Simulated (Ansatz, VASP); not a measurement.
## FePt: VASP beside Ansatz

```
Fe Pt
1.0
     2.72165    0.00000    0.00000
     0.00000    2.72165    0.00000
     0.00000    0.00000    3.70000
Fe Pt
1 1
Direct
  0.50000 0.50000 0.50000
  0.00000 0.00000 0.00000
```

Alike in both runs: task relaxation of cell and atoms; functional PBE; k mesh 6 × 6 × 6; occupations gaussian, width 0.1 eV; collinear spin.

|  | VASP | Ansatz |
| --- | --- | --- |
| version | VASP 6.6.1 | Ansatz 0.2.0 |
| potentials or method | VASP PAW PBE potentials, release 64 (Fe, Pt), cutoff 600 eV | scalar-relativistic, plane waves, PAW |
| valence electrons in the cell | 18 | 34 |

|  | VASP | Ansatz | Ansatz less VASP |
| --- | --- | --- | --- |
| gap on the k mesh at the Fermi level, each at its own relaxed structure (eV) | none | none | - |
| net moment per atom (μB) | 1.66 | 1.66 | +0.001 |
| size of the moment on the site where the two differ most (μB) | 0.35 | 0.39 | +0.049 |
| relaxed volume (Å³/atom) | 14.00 | 14.02 | +0.017 |
| relaxed cell length with the largest relative difference (Å) | 3.774 | 3.788 | +0.0143 |

Site moments also hang on the region over which each program counts them. A gap of «none» marks a metal or a gap that the smearing closes. VASP's potentials hold 18 valence electrons a cell and Ansatz's 34, so a difference there can come from the potentials and not from the codes.

The k mesh is coarse, so the values compare programs but aren't converged. Spin-orbit coupling is off throughout.
